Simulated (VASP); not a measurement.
Crystal: Ru.

```xyz
2
Lattice="2.7058 0.0000 0.0000 -1.3529 2.3433 0.0000 0.0000 0.0000 4.2819" Properties=species:S:1:pos:R:3 pbc="T T T"
Ru    0.0000    1.5622    1.0705
Ru    1.3529    0.7811    3.2114
```

```yaml
Program: VASP 6.6.1
Task: relaxation of cell and atoms
Functional: PBE
Potentials_or_basis: VASP PAW PBE potentials, release 64 (Ru_pv)
Cutoff: 600 eV
k_mesh: 18 × 18 × 10
Occupations: gaussian, width 0.1 eV
Spin: no spin polarisation
```

At the start: pressure 4.3 GPa; volume 13.57 Å³/atom.

Task: Where does the relaxation end?

Result: Over 6 steps the energy falls by 2.5 meV/atom and the volume is 13.76 Å³/atom (+1.3 %); space group P6_3/mmc (No. 194, to 0.1 Å) before and after.

Step by step:
| step | energy change (eV) | largest force (eV/Å) | pressure (GPa) | volume (Å³) |
| --- | --- | --- | --- | --- |
| 1 | 0.0000 | 0.0000 | 4.34 | 27.15 |
| 2 | 0.0350 | 0.0000 | -11.13 | 28.62 |
| 3 | -0.0049 | 0.0000 | -0.06 | 27.52 |
| 4 | -0.0049 | 0.0000 | 0.03 | 27.51 |
| 5 | -0.0049 | 0.0000 | 0.05 | 27.51 |
| 6 | -0.0050 | 0.0000 | 0.04 | 27.51 |

Final structure:
```
CELL_PARAMETERS angstrom
2.71939 0.00000 0.00000
-1.35969 2.35506 0.00000
0.00000 0.00000 4.29612
ATOMIC_POSITIONS crystal
Ru 0.33333 0.66667 0.25000
Ru 0.66667 0.33333 0.75000
```
